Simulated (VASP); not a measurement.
A run of VASP 6.6.1 is set up as follows.

Contents of INCAR:

```
SYSTEM = Al2InSb3
PREC = Accurate
ENCUT = 520
EDIFF = 1E-6
ISMEAR = 0
SIGMA = 0.02
LREAL = .False.
LASPH = .True.
NELM = 80
ALGO = Normal
ISIF = 2
LWAVE = .False.
LCHARG = .False.
GGA = PE
NBANDS = 26
```

KPOINTS

```
regular mesh
0
Gamma
  12 12 12
  0 0 0
```

The input POSCAR:

```
Al2InSb3
1.0
   -2.1529487309      2.1529487309      9.1454392960
    2.1529487309     -2.1529487309      9.1454392960
    2.1529487309      2.1529487309     -9.1454392960
Al In Sb
2 1 3
Direct
    0.6700661878      0.6700661878      0.0000000000
    0.3299338122      0.3299338122      0.0000000000
    0.0000000000      0.0000000000      0.0000000000
    0.5913065370      0.0913065370      0.5000000000
    0.2500000000      0.7500000000      0.5000000000
    0.9086934630      0.4086934630      0.5000000000
```

Potentials or basis: VASP PAW PBE potentials, release 64 (Al, In_d, Sb).

Command:

```sh
$ cat potpaw_PBE.64/Al/POTCAR potpaw_PBE.64/In_d/POTCAR potpaw_PBE.64/Sb/POTCAR > POTCAR
$ mpirun -np 1 vasp_std > vasp.out
```

What does it give for the largest force?

0.031 eV/Å.

Estimate the band gap on the k mesh.

1.00 eV (least direct gap 1.01 eV).

Predict the pressure.

7.8 GPa.

Forces in eV/Å, atoms in the order of the input:
```
Al   0.000  0.000 -0.002
Al   0.000  0.000  0.002
In   0.000  0.000  0.000
Sb   0.000  0.000 -0.031
Sb   0.000  0.000  0.000
Sb   0.000  0.000  0.031
```

Caveat: the cell stands under pressure; spin-orbit coupling is left out, which moves the levels of the heavy elements. A k mesh can miss the band edges.
